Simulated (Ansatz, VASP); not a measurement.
Two plane-wave programs on TiO2

```xyz
6
Lattice="-1.9090 1.9090 4.8876 1.9090 -1.9090 4.8876 1.9090 1.9090 -4.8876" Properties=species:S:1:pos:R:3 pbc="T T T"
Ti    0.0000    0.0000    0.0000
Ti    0.0000    1.9090    2.4438
O     0.0000    1.9090    4.4506
O     0.0000    0.0000    2.0068
O     0.0000    1.9090    0.4370
O     0.0000    0.0000    7.7683
```

Alike in both runs: functional PBE; k mesh 8 × 8 × 8; occupations gaussian, width 0.02 eV; no spin polarisation; Hubbard terms Ti d U = 4.0 eV.

Ansatz relaxed the structure, and its values are those at the end. VASP's run is a single point on that final structure, the one shown.

```csv
,VASP,Ansatz
version,VASP 6.6.1,Ansatz 0.2.0
potentials or method,"VASP PAW PBE potentials, release 64 (Ti_sv, O), cutoff 520 eV","scalar-relativistic, plane waves, PAW"
valence electrons in the cell,48,48
```

|  | VASP | Ansatz | Ansatz less VASP |
| --- | --- | --- | --- |
| gap on the k mesh at the Fermi level (eV) | 2.68 | 2.65 | -0.039 |
| least direct gap on the mesh (eV) | 2.95 | 2.91 | -0.041 |
| pressure (GPa) | 4.2 | 0.0 | -4.21 |
| rms of the force components (eV/Å) | 0.071 | 0.000 | -0.0706 |

The programs project onto different local orbitals, so the same U acts differently, and such runs can settle in different states.
